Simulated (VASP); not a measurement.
# Si2Ge (I4_1/amd) in VASP: relaxation of cell and atoms with PBE

Aim: the relaxation of cell and atoms of Si2Ge with PBE.

Everything below comes from runs of VASP 6.6.1. Logs are shortened: lines on timing, memory, paths and dates and some standing lists are left out, and cuts for length are marked.

**1. The cell of the first run**

It takes space group I4_1/amd (No. 141, tetragonal). The conventional cell has a = 3.890 Å, b = 3.890 Å, c = 16.500 Å, α = 90.00°, β = 90.00°, γ = 90.00°. Within 3.1 Å of Si (site symmetry 2mm) lie 2 Ge at 2.38 Å and 2 Si at 2.38 Å. Ge (site symmetry -4m2) has 4 Si at 2.38 Å within 3.1 Å.

**2. Relaxation of cell and atoms, PBE**

The input, INCAR:

```
SYSTEM = Si2Ge
  ALGO = Normal
  EDIFF = 1E-7
  EDIFFG = -0.08
  ENCUT = 600
  GGA = PE
  IBRION = 2
  ISIF = 3
  ISMEAR = 0
  LASPH = .True.
  LCHARG = .False.
  LREAL = .False.
  LWAVE = .False.
  NELM = 80
  NSW = 36
  PREC = Accurate
  SIGMA = 0.2
```

The input, KPOINTS:

```
k-points
0
Gamma
  6 6 6
  0 0 0
```

The input, POSCAR:

```
Si2Ge
1.0
   -1.9450000000      1.9450000000      8.2500000000
    1.9450000000     -1.9450000000      8.2500000000
    1.9450000000      1.9450000000     -8.2500000000
Si Ge
4 2
Direct
    0.0833300000      0.5833300000      0.5000000000
    0.4166700000      0.9166700000      0.5000000000
    0.6666700000      0.6666700000      0.0000000000
    0.3333300000      0.3333300000      0.0000000000
    0.0000000000      0.0000000000      0.0000000000
    0.7500000000      0.2500000000      0.5000000000
```

Potentials or basis: VASP PAW PBE potentials, release 64 (Si, Ge_d).

On the command line:

```sh
> cat potpaw_PBE.64/Si/POTCAR potpaw_PBE.64/Ge_d/POTCAR > POTCAR
> mpirun -np 1 vasp_std > vasp.out
```

OUTCAR:

```text
SYSTEM = Si2Ge
   EDIFF = 1E-7
   EDIFFG = -0.08
   ENCUT = 600
   GGA = PE
   IBRION = 2
   ISIF = 3
   ISMEAR = 0
   LASPH = .True.
   LREAL = .False.
   NELM = 80
   NSW = 36
   PREC = Accurate

 ion  position               nearest neighbor table
   1  0.083  0.583  0.500-   5 2.38   5 2.38   3 2.38   3 2.38
   2  0.417  0.917  0.500-   5 2.38   5 2.38   4 2.38   4 2.38
   3  0.667  0.667  0.000-   6 2.38   6 2.38   1 2.38   1 2.38
   4  0.333  0.333  0.000-   6 2.38   6 2.38   2 2.38   2 2.38
   5  0.000  0.000  0.000-   1 2.38   2 2.38   1 2.38   2 2.38
   6  0.750  0.250  0.500-   4 2.38   3 2.38   4 2.38   3 2.38

  LATTYP: Found a body centered tetragonal cell.
 ALAT       =     3.8900000000
 C/A-ratio  =     4.2416452442

  Lattice vectors:

 A1 = (  -1.9450000000,   1.9450000000,   8.2500000000)
 A2 = (   1.9450000000,  -1.9450000000,   8.2500000000)
 A3 = (   1.9450000000,   1.9450000000,  -8.2500000000)

Analysis of symmetry for initial positions (statically):
=====================================================================
 Subroutine PRICEL returns:
 Original cell was already a primitive cell.

 Routine SETGRP: Setting up the symmetry group for a
 body centered tetragonal supercell.

 Subroutine GETGRP returns: Found 16 space group operations
 (whereof  8 operations were pure point group operations)
 out of a pool of 16 trial point group operations.

The static configuration has the point symmetry D_2d.
 The point group associated with its full space group is D_4h.

Analysis of symmetry for dynamics (positions and initial velocities):
=====================================================================
 Subroutine PRICEL returns:
 Original cell was already a primitive cell.

 Routine SETGRP: Setting up the symmetry group for a
 body centered tetragonal supercell.

 Subroutine GETGRP returns: Found 16 space group operations
 (whereof  8 operations were pure point group operations)
 out of a pool of 16 trial point group operations.

The dynamic configuration has the point symmetry D_2d.
 The point group associated with its full space group is D_4h.

 Subroutine INISYM returns: Found 16 space group operations
 (whereof  8 operations are pure point group operations),
 and found     1 'primitive' translations

----------------------------------------------------------------------------------------

                                     Primitive cell

  volume of cell :     124.8398

  direct lattice vectors                    reciprocal lattice vectors
    -1.945000000  1.945000000  8.250000000     0.000000000  0.257069409  0.060606061
     1.945000000 -1.945000000  8.250000000     0.257069409  0.000000000  0.060606061
     1.945000000  1.945000000 -8.250000000     0.257069409  0.257069409  0.000000000

  length of vectors
     8.696467674  8.696467674  8.696467674     0.264116973  0.264116973  0.363551044

  position of ions in fractional coordinates (direct lattice)
     0.083330000  0.583330000  0.500000000
     0.416670000  0.916670000  0.500000000
     0.666670000  0.666670000  0.000000000
     0.333330000  0.333330000  0.000000000
     0.000000000  0.000000000  0.000000000
     0.750000000  0.250000000  0.500000000

  ion indices of the primitive-cell ions
   primitive index   ion index
                 1           1
                 2           2
                 3           3
                 4           4
                 5           5
                 6           6

----------------------------------------------------------------------------------------

 KPOINTS: k-points

Automatic generation of k-mesh.
 Grid dimensions read from file:
 generate k-points for:    6    6    6

 Generating k-lattice:

  Cartesian coordinates                     Fractional coordinates (reciprocal lattice)
     0.000000000  0.042844901  0.010101010     0.166666667  0.000000000  0.000000000
     0.042844901  0.000000000  0.010101010     0.000000000  0.166666667  0.000000000
     0.042844901  0.042844901  0.000000000     0.000000000  0.000000000  0.166666667

  Length of vectors
     0.044019496  0.044019496  0.060591841

  Shift w.r.t. Gamma in fractional coordinates (k-lattice)
     0.000000000  0.000000000  0.000000000

 Subroutine IBZKPT returns following result:
 ===========================================

 Found     30 irreducible k-points:

 Following reciprocal coordinates:
            Coordinates               Weight
  0.000000  0.000000  0.000000      1.000000
  0.166667  0.000000  0.000000      8.000000
  0.333333  0.000000  0.000000      8.000000
  0.500000  0.000000  0.000000      4.000000
  0.166667  0.166667 -0.000000      8.000000
  0.333333  0.166667  0.000000     16.000000
[... 16 lines left out ...]
 -0.333333 -0.333333  0.166667      8.000000
 -0.166667 -0.333333  0.166667      8.000000
 [... further k-points ...]
   k-points           NKPTS =     30   k-points in BZ     NKDIM =     30   number of bands    NBANDS=     26
   number of dos      NEDOS =    301   number of ions     NIONS =      6
   total plane-waves  NPLWV = 343000
   dimension x,y,z NGX =    70 NGY =   70 NGZ =   70
   dimension x,y,z NGXF=   140 NGYF=  140 NGZF=  140
   ions per type =               4   2
   NGX,Y,Z   is equivalent  to a cutoff of  13.38, 13.38, 13.38 a.u.
   NGXF,Y,Z  is equivalent  to a cutoff of  26.76, 26.76, 26.76 a.u.
 SYSTEM =  Si2Ge
   PREC   = accura    normal or accurate (medium, high low for compatibility)
   ISTART =      0    job   : 0-new  1-cont  2-samecut
   ICHARG =      2    charge: 1-file 2-atom 10-const
   ISPIN  =      1    spin polarized calculation?
   LNONCOLLINEAR =      F non collinear calculations
   LSORBIT =      F    spin-orbit coupling
   LASPH  =      T    aspherical Exc in radial PAW
   ENCUT  =  600.0 eV  44.10 Ry    6.64 a.u.  17.37 17.37 17.37*2*pi/ulx,y,z
   NELM   =     80;   NELMIN=  2; NELMDL= -5     # of ELM steps
   EDIFF  = 0.1E-06   stopping-criterion for ELM
   LREAL  =      F    real-space projection
   EDIFFG = -.8E-01   stopping-criterion for IOM
   NSW    =     36    number of steps for IOM
   IBRION =      2    ionic relax: 0-MD 1-quasi-New 2-CG
   NFREE  =      1    steps in history (QN), initial steepest desc. (CG)
   ISIF   =      3    stress and relaxation
   ISYM   =      2    0-nonsym 1-usesym 2-fastsym
   POTIM  = 0.5000    time-step for ionic-motion
   TEBEG  =    0.0;   TEEND  =   0.0 temperature during run
   PSTRESS=    0.0 pullay stress
   NELECT =      44.0000    total number of electrons
   NUPDOWN=      -1.0000    fix difference up-down
   EMIN   =  10.00;   EMAX   =-10.00  energy-range for DOS
   EFERMI =   0.00;   METHOD = LEGACY
   ISMEAR =     0;   SIGMA  =   0.20  broadening in eV -4-tet -1-fermi 0-gaus
   EFERMI_NEDOS =   21; number of points for ismear=-14 and -15
   IALGO  =     38    algorithm
   IMIX   =      4    mixing-type and parameters
     AMIX     =   0.40;   BMIX     =  1.00
     AMIX_MAG =   1.60;   BMIX_MAG =  1.00
  volume/ion in A,a.u.               =      20.81       140.41
  Fermi-wavevector in a.u.,A,eV,Ry     =   1.156400  2.185279 18.194533  1.337260
  Thomas-Fermi vector in A             =   2.293020
   LORBIT       =      0    0 simple, 1 ext, 2 COOP (PROOUT), +10 PAW based schemes
   GGA     = PE    functional components
   LHFCALC =     F    Hartree Fock is set to
   AEXX    =    0.0000 exact exchange contribution
   IVDW    =     0    specifies the selected vdW correction
   LEPSILON=     F    determine dielectric tensor
   LRPA    =     F    only Hartree local field effects (RPA)
 conjugate gradient relaxation of ions
 non-spin polarized calculation
 Gauss-broadening in eV      SIGMA  =   0.20
  energy-cutoff  :      600.00
  volume of cell :      124.84
 maximum number of plane-waves:      4188
 NGX is ok and might be reduce to    70
   NGX = 35   NGY = 35   NGZ = 35

--------------------------------------- Ionic step        1  -------------------------------------------

 number of electron      43.9999991 magnetization

 Free energy of the ion-electron system (eV)
  ---------------------------------------------------
  ext. energy  EPLUGINS =         0.00000000
  ---------------------------------------------------
  free energy    TOTEN  =       -30.55352133 eV

  energy without entropy =      -30.55286120  energy(sigma->0) =      -30.55319127

------------------------ aborting loop because EDIFF is reached ----------------------------------------

  FORCE on cell =-STRESS in cart. coord.  units (eV):
  Direction    XX          YY          ZZ          XY          YZ          ZX
  --------------------------------------------------------------------------------------
  -------------------------------------------------------------------------------------
  Total        1.9532842      1.9532842      1.7016598      0.0000000      0.0000000     -0.0000000
  in kB       25.0681840     25.0681840     21.8388707      0.0000000      0.0000000     -0.0000000
  external PRESSURE =      23.9917463 kB  Pullay stress =       0.0000000 kB

 VOLUME and BASIS-vectors are now :
 -----------------------------------------------------------------------------
  energy-cutoff  :      600.00
  volume of cell :      124.84
      direct lattice vectors                 reciprocal lattice vectors
    -1.945000000  1.945000000  8.250000000     0.000000000  0.257069409  0.060606061
     1.945000000 -1.945000000  8.250000000     0.257069409  0.000000000  0.060606061
     1.945000000  1.945000000 -8.250000000     0.257069409  0.257069409  0.000000000
[... 81 lines left out ...]
 POSITION                                       TOTAL-FORCE (eV/Angst)
 -----------------------------------------------------------------------------------
      1.96706     -0.00000      1.40739        -0.000000      0.000000      0.118719
      1.96706      0.00000      6.92411        -0.000000      0.000000     -0.118719
      0.00000      0.00000     11.08987         0.000000     -0.000000     -0.118719
      0.00000      0.00000      5.57314         0.000000     -0.000000      0.118719
      0.00000      0.00000     -0.00000        -0.000000     -0.000000      0.000000
      0.00000      1.96706      4.16575        -0.000000     -0.000000     -0.000000
 -----------------------------------------------------------------------------------
    total drift:                               -0.000000     -0.000000      0.000000

  FREE ENERGIE OF THE ION-ELECTRON SYSTEM (eV)
  ---------------------------------------------------
  free  energy   TOTEN  =       -30.6028817917 eV

  energy  without entropy=      -30.6022556914  energy(sigma->0) =      -30.60256874

--------------------------------------- Ionic step        4  -------------------------------------------

 number of electron      43.9999992 magnetization

 Free energy of the ion-electron system (eV)
  ---------------------------------------------------
  ext. energy  EPLUGINS =         0.00000000
  ---------------------------------------------------
  free energy    TOTEN  =       -30.60488497 eV

  energy without entropy =      -30.60414158  energy(sigma->0) =      -30.60451327

 E-fermi :   5.5412     XC(G=0):  -9.5004

 val. band max:        5.2957001125   @ k =   0.0000   0.0000   0.0000
 cond. band min:       5.7786358731   @ k =   0.0000   0.0000   0.0000
 fundamental gap:      0.4829357606
 Fermi energy:         5.5411795203

 k-point     1 :       0.0000    0.0000    0.0000
  band No.  band energies     occupation
      1     -18.9533      2.00000
      2     -18.9532      2.00000
      3     -18.9463      2.00000
      4     -18.9463      2.00000
      5     -18.9462      2.00000
      6     -18.9462      2.00000
[... 18 lines left out ...]
     25       7.1258      0.00000
     26       7.2790      0.00000
[... 644 lines left out ...]
      4     -18.9467      2.00000
      5     -18.9465      2.00000
      6     -18.9459      2.00000
[... 18 lines left out ...]
     25       7.2525      0.00000
     26       8.0136      0.00000

 [... further k-points ...]

------------------------ aborting loop because EDIFF is reached ----------------------------------------

  FORCE on cell =-STRESS in cart. coord.  units (eV):
  Direction    XX          YY          ZZ          XY          YZ          ZX
  --------------------------------------------------------------------------------------
  -------------------------------------------------------------------------------------
  Total        0.0436095      0.0436095     -0.0111706      0.0000000      0.0000000      0.0000000
  in kB        0.5444508      0.5444508     -0.1394607      0.0000000      0.0000000      0.0000000
  external PRESSURE =       0.3164803 kB  Pullay stress =       0.0000000 kB

 VOLUME and BASIS-vectors are now :
 -----------------------------------------------------------------------------
  energy-cutoff  :      600.00
  volume of cell :      128.33
      direct lattice vectors                 reciprocal lattice vectors
    -1.964485457  1.964485457  8.313346477     0.000000000  0.254519573  0.060144251
     1.964485457 -1.964485457  8.313346477     0.254519573  0.000000000  0.060144251
     1.964485457  1.964485457 -8.313346477     0.254519573  0.254519573  0.000000000

 POSITION                                       TOTAL-FORCE (eV/Angst)
 -----------------------------------------------------------------------------------
      1.96449      0.00000      1.41042        -0.000000     -0.000000     -0.008950
      1.96449      0.00000      6.90293        -0.000000     -0.000000      0.008950
      0.00000      0.00000     11.05960         0.000000      0.000000      0.008950
      0.00000      0.00000      5.56709        -0.000000     -0.000000     -0.008950
      0.00000      0.00000     16.62669         0.000000      0.000000      0.000000
     -0.00000      1.96449      4.15667         0.000000      0.000000      0.000000
 -----------------------------------------------------------------------------------
    total drift:                                0.000000     -0.000000      0.000000

  FREE ENERGIE OF THE ION-ELECTRON SYSTEM (eV)
  ---------------------------------------------------
  free  energy   TOTEN  =       -30.6048849714 eV

  energy  without entropy=      -30.6041415776  energy(sigma->0) =      -30.60451327

 reached required accuracy - stopping structural energy minimisation
```

Run time: 35 min. Hardware: 1 thread of Intel Xeon 8259CL, shared host; peak memory 0.79 GiB.

Results:

```
Free energy                           : -30.6049 eV
Relaxed volume                        : 21.39 Å³/atom
Relaxed cell                          : a = 8.765 Å, b = 8.765 Å, c = 8.765 Å, α = 154.10°, β = 154.10°, γ = 36.96°
Space group after relaxing (to 0.1 Å) : I4_1/amd (No. 141)
Energy gained by relaxing             : 8.6 meV/atom
Ionic steps                           : 4
Pressure after relaxing               : 0.0 GPa
Largest force after relaxing          : 0.009 eV/Å
Band gap on the k mesh                : 0.48 eV
```

Forces in eV/Å, atoms in the order of the input:
```
Si   0.000  0.000 -0.009
Si   0.000  0.000  0.009
Si   0.000  0.000  0.009
Si   0.000  0.000 -0.009
Ge   0.000  0.000  0.000
Ge   0.000  0.000  0.000
```

Step by step:
```
step  energy change (eV)  largest force (eV/Å)  pressure (GPa)  volume (Å³)
   1              0.0000                0.5334            2.40       124.84
   2             -0.0425                0.0273           -1.27       130.55
   3             -0.0494                0.1187           -0.33       128.95
   4             -0.0514                0.0090            0.03       128.33
```

Final structure:
```
CELL_PARAMETERS angstrom
-1.96449 1.96449 8.31335
1.96449 -1.96449 8.31335
1.96449 1.96449 -8.31335
ATOMIC_POSITIONS crystal
Si 0.08483 0.58483 0.50000
Si 0.41517 0.91517 0.50000
Si 0.66517 0.66517 0.00000
Si 0.33483 0.33483 0.00000
Ge 0.00000 0.00000 0.00000
Ge 0.75000 0.25000 0.50000
```

A k mesh can miss the band edges.
